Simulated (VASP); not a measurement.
Input of a VASP 6.6.1 run:

Contents of INCAR:

```
SYSTEM = Si
PREC = Accurate
ENCUT = 520
EDIFF = 1E-6
ISMEAR = 0
SIGMA = 0.1
LREAL = .FALSE.
LASPH = .TRUE.
NELM = 60
ALGO = Normal
ISIF = 2
LWAVE = .FALSE.
LCHARG = .TRUE.
LDIPOL = .TRUE.
IDIPOL = 3
DIPOL = 0.5 0.5 0.386
GGA = PE
LELF = .TRUE.
LVHAR = .TRUE.
LVACPOTAV = .TRUE.
NBANDS = 21
```

File KPOINTS:

```
Automatic mesh
0
G
  9 9 1
  0 0 0
```

POSCAR

```
Si
1.0
    3.8677060746      0.0000000000      0.0000000000
   -1.9338530373      3.3495317150      0.0000000000
    0.0000000000      0.0000000000     28.1417730749
Si
6
Direct
    0.3817373298      0.6182626702      0.2630789460
    0.0481182361     -0.0481182361      0.2862138002
    0.0508898306     -0.0508898306      0.3709315029
    0.7173940351      0.2826059649      0.3980145884
    0.7189952341      0.2810047659      0.4828372344
    0.3894873042      0.6105126958      0.5145074843
```

Potentials or basis: VASP PAW PBE potentials, release 64 (Si).

Command:

```console
$ cat potpaw_PBE.64/Si/POTCAR > POTCAR
$ mpirun -np 1 vasp_std > vasp.out
```

(1) Estimate the largest force.

(2) What does it give for the band gap on the k mesh?

Results:

(1) 1.001 eV/Å.

(2) zero (band 12 reaches -1.20 eV, above the bottom of band 13 at -1.38 eV).
